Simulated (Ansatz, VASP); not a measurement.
# One calculation of Si3N4, two programs

```
Si N
1.0
     5.33781   -0.04611   -0.06204
    -0.04611    5.31905    0.10152
    -0.06204    0.10152    5.41321
Si N
6 8
Direct
  0.81552 0.76363 0.86144
  0.14751 0.27210 0.15812
  0.66475 0.50938 0.38295
  0.18438 0.76306 0.39610
  0.60593 0.28063 0.89557
  0.32696 0.78225 0.93673
  0.12807 0.81697 0.69294
  0.69366 0.52425 0.66594
  0.17416 0.41140 0.42468
  0.83200 0.38974 0.14059
  0.33701 0.43276 0.93274
  0.48071 0.78560 0.32920
  0.61342 0.98205 0.76323
  0.14625 0.94904 0.11516
```

Alike in both runs: task single point; functional PBE; k mesh 4 × 4 × 4; occupations fermi-dirac, width 0.2361 eV; no spin polarisation.

|  | VASP | Ansatz |
| --- | --- | --- |
| version | VASP 6.6.1 | Ansatz 0.2.0 |
| potentials or method | VASP PAW PBE potentials, release 64 (Si, N), cutoff 520 eV | scalar-relativistic, plane waves, PAW |
| valence electrons in the cell | 64 | 64 |

```tsv
	VASP	Ansatz	Ansatz less VASP
gap on the k mesh at the Fermi level (eV)	0.57	0.58	+0.010
least direct gap on the mesh (eV)	0.57	0.58	+0.010
rms of the force components (eV/Å)	2.640	2.633	-0.0066
```

Atom by atom the forces differ by 0.019 eV/Å (rms over components).
